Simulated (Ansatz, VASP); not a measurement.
Two plane-wave programs on CdS

```
CELL_PARAMETERS angstrom
4.12453 0.00000 0.00000
-2.06227 3.57195 0.00000
0.00000 0.00000 6.70921
ATOMIC_POSITIONS crystal
Cd 0.33333 0.66667 0.93850
Cd 0.66667 0.33333 0.43850
S 0.33333 0.66667 0.43850
S 0.66667 0.33333 0.93850
```

Change from the starting cell: polar distortion scaled by 0.00.

Alike in both runs: task single point; functional LDA; k mesh 9 × 9 × 4; no spin polarisation.

```csv
,VASP,Ansatz
version,VASP 6.6.1,Ansatz 0.2.0
potentials or method,"VASP PAW LDA potentials, release 64 (Cd, S), cutoff 520 eV","scalar-relativistic, plane waves, PAW"
occupations,"gaussian, width 0.01 eV",fixed
valence electrons in the cell,36,52
```

Ansatz gave:

* gap on the k mesh at the Fermi level (eV): 1.22
* least direct gap on the mesh (eV): 1.22
* pressure (GPa): 1.7
* traceless stress, the component that is largest in VASP (GPa): -5.72

**Question.** Which values does VASP return?

**Answer.** gap on the k mesh at the Fermi level (eV): 1.26; least direct gap on the mesh (eV): 1.26; pressure (GPa): 2.3; traceless stress, the component that is largest in VASP (GPa): -6.27.

Ansatz warns that its potentials were made for another functional, while VASP's fit it. LDA's correlation is that of Perdew and Zunger in VASP and of Perdew and Wang (1992) in Ansatz. VASP's potentials hold 36 valence electrons a cell and Ansatz's 52, so a difference there can come from the potentials and not from the codes.
